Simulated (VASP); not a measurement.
# NbP (CsCl type) (Pm-3m) in VASP: notebook, part 2 of 2

VASP 6.6.1.

## (4) Single point, PBE (volume scaled by 0.75)

INCAR reads:

```
SYSTEM = NbP
PREC = Accurate
ENCUT = 520
EDIFF = 1E-6
ISMEAR = -1
SIGMA = 0.1
LREAL = .False.
LASPH = .True.
NELM = 100
ALGO = Normal
ISIF = 2
LWAVE = .False.
LCHARG = .False.
GGA = PE
NBANDS = 16
```

KPOINTS reads:

```
regular mesh
0
Gamma
  13 13 13
  0 0 0
```

POSCAR reads:

```
NbP
1.0
    2.8256527308      0.0000000000      0.0000000000
    0.0000000000      2.8256527308      0.0000000000
    0.0000000000      0.0000000000      2.8256527308
Nb P
1 1
Direct
    0.0000000000      0.0000000000      0.0000000000
    0.5000000000      0.5000000000      0.5000000000
```

Potentials or basis: VASP PAW PBE potentials, release 64 (Nb_sv, P).

On the command line:

```bash
cat potpaw_PBE.64/Nb_sv/POTCAR potpaw_PBE.64/P/POTCAR > POTCAR
mpirun -np 1 vasp_std > vasp.out
```

OUTCAR:

```text
SYSTEM = NbP
   PREC = Accurate
   ENCUT = 520
   EDIFF = 1E-6
   ISMEAR = -1
   LREAL = .False.
   LASPH = .True.
   NELM = 100
   ISIF = 2
   GGA = PE

 ion  position               nearest neighbor table
   1  0.000  0.000  0.000-   2 2.45   2 2.45   2 2.45   2 2.45   2 2.45   2 2.45   2 2.45   2 2.45

   2  0.500  0.500  0.500-   1 2.45   1 2.45   1 2.45   1 2.45   1 2.45   1 2.45   1 2.45   1 2.45

  LATTYP: Found a simple cubic cell.
 ALAT       =     2.8256527308

  Lattice vectors:

 A1 = (   2.8256527308,   0.0000000000,   0.0000000000)
 A2 = (   0.0000000000,   2.8256527308,   0.0000000000)
 A3 = (   0.0000000000,   0.0000000000,   2.8256527308)

Analysis of symmetry for initial positions (statically):
=====================================================================
 Subroutine PRICEL returns:
 Original cell was already a primitive cell.

 Routine SETGRP: Setting up the symmetry group for a
 simple cubic supercell.

 Subroutine GETGRP returns: Found 48 space group operations
 (whereof 48 operations were pure point group operations)
 out of a pool of 48 trial point group operations.

The static configuration has the point symmetry O_h .
[... 160 lines left out ...]

 E-fermi :  16.7216     XC(G=0): -13.9069

 val. band max:       16.6575177853   @ k =   0.3077   0.2308   0.2308
 cond. band min:      16.7796322723   @ k =   0.3846   0.3846   0.0769
 fundamental gap:      0.1221144870
 Fermi energy:        16.7215813024

 k-point     1 :       0.0000    0.0000    0.0000
  band No.  band energies     occupation
      1     -37.9473      2.00000
      2     -13.6655      2.00000
      3     -13.6655      2.00000
      4     -13.6655      2.00000
      5       1.3729      2.00000
      6      11.8726      2.00000
[... 433 lines left out ...]
      3     -14.3977      2.00000
      4     -13.4568      2.00000
      5       4.4665      2.00000
      6       9.8939      2.00000
[... 8 lines left out ...]
     15      27.1882      0.00000
     16      31.9404      0.00000

 [... further k-points ...]

------------------------ aborting loop because EDIFF is reached ----------------------------------------

  FORCE on cell =-STRESS in cart. coord.  units (eV):
  Direction    XX          YY          ZZ          XY          YZ          ZX
  --------------------------------------------------------------------------------------
  -------------------------------------------------------------------------------------
  Total       14.0354826     14.0354826     14.0354826      0.0000000      0.0000000     -0.0000000
  in kB      996.7392819    996.7392819    996.7392819      0.0000000      0.0000000     -0.0000000
  external PRESSURE =     996.7392819 kB  Pullay stress =       0.0000000 kB

 VOLUME and BASIS-vectors are now :
 -----------------------------------------------------------------------------
  energy-cutoff  :      520.00
  volume of cell :       22.56
      direct lattice vectors                 reciprocal lattice vectors
     2.825652731  0.000000000  0.000000000     0.353900530  0.000000000  0.000000000
     0.000000000  2.825652731  0.000000000     0.000000000  0.353900530  0.000000000
     0.000000000  0.000000000  2.825652731     0.000000000  0.000000000  0.353900530

 POSITION                                       TOTAL-FORCE (eV/Angst)
 -----------------------------------------------------------------------------------
      0.00000      0.00000      0.00000         0.000000      0.000000      0.000000
      1.41283      1.41283      1.41283         0.000000      0.000000      0.000000
 -----------------------------------------------------------------------------------
    total drift:                                0.000000      0.000000      0.000000

  FREE ENERGIE OF THE ION-ELECTRON SYSTEM (eV)
  ---------------------------------------------------
  free  energy   TOTEN  =       -15.1345975662 eV

  energy  without entropy=      -15.1046258883  energy(sigma->0) =      -15.11961173
```

OSZICAR:

```text
N       E                     dE             d eps       ncg     rms          rms(c)
DAV:   1     0.149344033928E+03    0.14934E+03   -0.98542E+03  2688   0.117E+03
DAV:   2    -0.954476929363E+01   -0.15889E+03   -0.15154E+03  3256   0.383E+02
DAV:   3    -0.156288355236E+02   -0.60841E+01   -0.59772E+01  4032   0.648E+01
DAV:   4    -0.158441549637E+02   -0.21532E+00   -0.21487E+00  3568   0.113E+01
DAV:   5    -0.158495795573E+02   -0.54246E-02   -0.54238E-02  4048   0.165E+00    0.143E+01
DAV:   6    -0.151241019304E+02    0.72548E+00   -0.17988E+00  4432   0.138E+01    0.633E+00
DAV:   7    -0.151296433274E+02   -0.55414E-02   -0.82033E-02  3512   0.230E+00    0.337E+00
DAV:   8    -0.151347828299E+02   -0.51395E-02   -0.39668E-02  4984   0.143E+00    0.564E-01
DAV:   9    -0.151345263322E+02    0.25650E-03   -0.66163E-04  3152   0.201E-01    0.315E-01
DAV:  10    -0.151346103542E+02   -0.84022E-04   -0.97035E-04  3224   0.342E-01    0.381E-02
DAV:  11    -0.151345979755E+02    0.12379E-04   -0.44450E-05  3944   0.746E-02    0.106E-02
DAV:  12    -0.151345975662E+02    0.40923E-06   -0.35585E-06  3696   0.246E-02
   1 F= -.15134598E+02 E0= -.15119612E+02  d E =-.299717E-01
```

stdout:

```text
POSCAR found type information on POSCAR NbP
 POSCAR found :  2 types and       2 ions
 scaLAPACK will be used
 LDA part: xc-table for (Slater+PW92), standard interpolation
 POSCAR, INCAR and KPOINTS ok, starting setup
 FFT: planning ... GRIDC
 FFT: planning ... GRID_SOFT
 FFT: planning ... GRID
 WAVECAR not read
 entering main loop
```

Run time: 25 s. Hardware: 1 thread of AMD EPYC 7R13 (Zen 3), shared host; peak memory 0.13 GiB.

Results:

| Property | Result |
| --- | --- |
| Free energy | -15.1346 eV |
| Pressure | 99.7 GPa |
| Band gap on the k mesh | zero (band 9 reaches 21.04 eV, above the bottom of band 10 at 16.00 eV) |

## (5) Single point, PBE (volume scaled by 0.85)

INCAR reads:

```
PREC = Accurate
ENCUT = 520
EDIFF = 1E-7
ISMEAR = -1
SIGMA = 0.1
LREAL = F
LASPH = T
NELM = 80
ALGO = Normal
ISIF = 2
LWAVE = F
LCHARG = T
GGA = PE
LELF = T
LVHAR = T
NBANDS = 16
```

KPOINTS reads:

```
regular mesh
0
Gamma
  13 13 13
```

POSCAR reads:

```
NbP
1.0
    2.9460357136      0.0000000000      0.0000000000
    0.0000000000      2.9460357136      0.0000000000
    0.0000000000      0.0000000000      2.9460357136
Nb P
1 1
Direct
    0.0000000000      0.0000000000      0.0000000000
    0.5000000000      0.5000000000      0.5000000000
```

Potentials or basis: VASP PAW PBE potentials, release 64 (Nb_sv, P).

On the command line:

```bash
cat potpaw_PBE.64/Nb_sv/POTCAR potpaw_PBE.64/P/POTCAR > POTCAR
mpirun -np 1 vasp_std > vasp.out
```

OUTCAR:

```text
PREC = Accurate
   ENCUT = 520
   EDIFF = 1E-7
   ISMEAR = -1
   LREAL = F
   LASPH = T
   NELM = 80
   ISIF = 2
   GGA = PE

 ion  position               nearest neighbor table
   1  0.000  0.000  0.000-   2 2.55   2 2.55   2 2.55   2 2.55   2 2.55   2 2.55   2 2.55   2 2.55

   2  0.500  0.500  0.500-   1 2.55   1 2.55   1 2.55   1 2.55   1 2.55   1 2.55   1 2.55   1 2.55

  LATTYP: Found a simple cubic cell.
 ALAT       =     2.9460357136

  Lattice vectors:

 A1 = (   2.9460357136,   0.0000000000,   0.0000000000)
[... 625 lines left out ...]
      3     -16.5953      2.00000
      4     -15.9757      2.00000
      5       2.8193      2.00000
      6       8.2508      2.00000
[... 8 lines left out ...]
     15      24.3449      0.00000
     16      28.5329      0.00000

 [... further k-points ...]
[... 5 lines left out ...]
  --------------------------------------------------------------------------------------
  -------------------------------------------------------------------------------------
  Total        6.8951059      6.8951059      6.8951059     -0.0000000     -0.0000000      0.0000000
  in kB      432.0534768    432.0534768    432.0534768     -0.0000000     -0.0000000      0.0000000
  external PRESSURE =     432.0534768 kB  Pullay stress =       0.0000000 kB

 VOLUME and BASIS-vectors are now :
 -----------------------------------------------------------------------------
  energy-cutoff  :      520.00
  volume of cell :       25.57
      direct lattice vectors                 reciprocal lattice vectors
     2.946035714  0.000000000  0.000000000     0.339439198  0.000000000  0.000000000
     0.000000000  2.946035714  0.000000000     0.000000000  0.339439198  0.000000000
     0.000000000  0.000000000  2.946035714     0.000000000  0.000000000  0.339439198

 POSITION                                       TOTAL-FORCE (eV/Angst)
 -----------------------------------------------------------------------------------
      0.00000      0.00000      0.00000         0.000000      0.000000      0.000000
      1.47302      1.47302      1.47302         0.000000      0.000000      0.000000
 -----------------------------------------------------------------------------------
    total drift:                                0.000000      0.000000      0.000000

  FREE ENERGIE OF THE ION-ELECTRON SYSTEM (eV)
  ---------------------------------------------------
  free  energy   TOTEN  =       -16.4288166001 eV

  energy  without entropy=      -16.3933240264  energy(sigma->0) =      -16.41107031
```

stdout:

```text
POSCAR found type information on POSCAR NbP
 POSCAR found :  2 types and       2 ions
 scaLAPACK will be used
 LDA part: xc-table for (Slater+PW92), standard interpolation
 POSCAR, INCAR and KPOINTS ok, starting setup
 FFT: planning ... GRIDC
 FFT: planning ... GRID_SOFT
 FFT: planning ... GRID
 WAVECAR not read
 entering main loop
```

Run time: 31 s. Hardware: 1 thread of AMD EPYC 7R13 (Zen 3), shared host; peak memory 0.13 GiB.

Results:

* Free energy: -16.4288 eV
* Pressure: 43.2 GPa
* Band gap on the k mesh: zero (band 9 reaches 18.20 eV, above the bottom of band 10 at 13.98 eV)

## (6) Overview

| cell | gap on the mesh (eV) | pressure (GPa) |
| --- | --- | --- |
| a = 2.694 Å, 2 atoms | none | 200.0 |
| a = 2.826 Å, 2 atoms | none | 99.7 |
| a = 2.946 Å, 2 atoms | none | 43.2 |

Alike in all rows: task single point; level PBE; potentials or basis VASP PAW PBE potentials, release 64 (Nb_sv, P); no spin polarisation; k mesh 13 × 13 × 13; cutoff (eV) 520; smearing fermi-dirac 0.1 eV.

Absolute energies hang on the potentials; compare differences alone.
